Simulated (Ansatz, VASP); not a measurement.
**SiO2: VASP beside Ansatz**

The input POSCAR:

```
SiO2
1.0
   -2.3740500000      2.3740500000      3.7440000000
    2.3740500000     -2.3740500000      3.7440000000
    2.3740500000      2.3740500000     -3.7440000000
Si O
2 4
Direct
    0.0000000000      0.0000000000      0.0000000000
    0.7500000000      0.2500000000      0.5000000000
    0.9983800000      0.6250000000      0.8733800000
    0.3750000000      0.2483800000      0.3733800000
    0.7516200000      0.1250000000      0.1266200000
    0.8750000000      0.0016200000      0.6266200000
```

Contents of INCAR.step1:

```
SYSTEM = SiO2
PREC = Accurate
ENCUT = 520
ISMEAR = 0
SIGMA = 0.01
LREAL = .False.
LASPH = .True.
NELM = 80
NBANDS = 25
GGA = PE
ALGO = Normal
EDIFF = 1E-4
LWAVE = .True.
LCHARG = .False.
```

Contents of INCAR.step2:

```
SYSTEM = SiO2
PREC = Accurate
ENCUT = 520
EDIFF = 1E-7
ISMEAR = 0
SIGMA = 0.01
LREAL = .False.
LASPH = .True.
NELM = 80
ALGO = Normal
ISIF = 2
LWAVE = .False.
LCHARG = .False.
METAGGA = R2SCAN
LMIXTAU = .True.
NBANDS = 25
ISTART = 1
```

File KPOINTS:

```
regular mesh
0
Gamma
  6 6 6
  0 0 0
```

Input for Ansatz:

```yaml
crystal:
  lattice:
    - [-2.37405, 2.37405, 3.744]
    - [2.37405, -2.37405, 3.744]
    - [2.37405, 2.37405, -3.744]
  atoms:
    - { symbol: Si, position: [0.0, 0.0, 0.0] }
    - { symbol: Si, position: [0.7499999999999999, 0.25000000000000006, 0.49999999999999994] }
    - { symbol: O, position: [0.9983800000000002, 0.625, 0.87338] }
    - { symbol: O, position: [0.375, 0.24838000000000002, 0.37338] }
    - { symbol: O, position: [0.7516199999999998, 0.125, 0.12661999999999998] }
    - { symbol: O, position: [0.875, 0.0016200000000000483, 0.62662] }
kpoints:
  mp_grid:
    grid: [6, 6, 6]
hamiltonian:
  xc: r2scan
  pseudopotentials:
    kind: paw
scf:
  occupations:
    method: fixed
output:
  eigenvalues: true
```

Alike in both runs: task single point; functional r2SCAN; k mesh 6 × 6 × 6; no spin polarisation.

|  | VASP | Ansatz |
| --- | --- | --- |
| version | VASP 6.6.1 | Ansatz 0.2.0 |
| potentials or method | VASP PAW PBE potentials, release 64 (Si, O) | plane waves, PAW |
| plane-wave cutoff (eV) | 520 | 500 |
| occupations | gaussian, width 0.01 eV | fixed |
| valence electrons in the cell | 32 | 32 |

```tsv
	VASP	Ansatz	Ansatz less VASP
gap on the k mesh at the Fermi level (eV)	6.69	6.70	+0.001
```

VASP's potentials were made for PBE, not for r2SCAN.
